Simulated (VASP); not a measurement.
Runs of VASP 6.6.1 on Ge. The structure is that of space group Fd-3m (No. 227), or close to it. The cells are those of the table. 

```tsv
cell	smearing	gap on the mesh (eV)	pressure (GPa)
a = 3.906 Å, angles 60.0°, 2 atoms	gaussian 0.01 eV	0.68	7.1
a = 3.978 Å, angles 60.0°, 2 atoms	gaussian 0.01 eV	0.50	2.1
a = 4.013 Å, angles 60.0°, 2 atoms	fermi-dirac 0.1 eV	0.31	0.1
a = 3.870 Å, angles 60.0°, 2 atoms	gaussian 0.01 eV	(a)	10.1
a = 3.819 Å, angles 60.0°, 2 atoms	gaussian 0.01 eV	0.57	(b)
```

Alike in all rows: task single point; level r2SCAN; potentials or basis VASP PAW PBE potentials, release 64 (Ge_d); no spin polarisation; k mesh 14 × 14 × 14; cutoff (eV) 520.

Q: Fill in the values left out.

A: (a) 0.64; (b) 15.2.

Caveats: the PAW data sets were made with another functional, which shifts forces and pressure a little.

A k mesh can miss the band edges, and the runs leave out spin-orbit coupling on Ge.
